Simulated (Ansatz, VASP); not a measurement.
## One calculation of P, two programs

```xyz
4
Lattice="1.6861 -7.2920 0.0000 1.6861 7.2920 0.0000 0.0000 0.0000 4.8123" Properties=species:S:1:pos:R:3 pbc="T T T"
P     1.6861    6.2297    4.3668
P     1.6861   -1.0623    2.8517
P     1.6861   -6.2297    0.4456
P     1.6861    1.0623    1.9606
```

Alike in both runs: task single point; functional RPBE; k mesh 9 × 9 × 6; occupations fermi-dirac, width 0.05 eV; no spin polarisation.

|  | VASP | Ansatz |
| --- | --- | --- |
| version | VASP 6.6.1 | Ansatz 0.2.0 |
| potentials or method | VASP PAW PBE potentials, release 64 (P), cutoff 520 eV | plane waves (420 eV) with PAW, scalar-relativistic |
| valence electrons in the cell | 20 | 20 |

```tsv
	VASP	Ansatz	Ansatz less VASP
pressure (GPa)	-2.1	-1.8	+0.33
traceless stress, the component that is largest in VASP (GPa)	-0.68	-0.67	+0.009
```

VASP's potentials were made for PBE, not for RPBE.
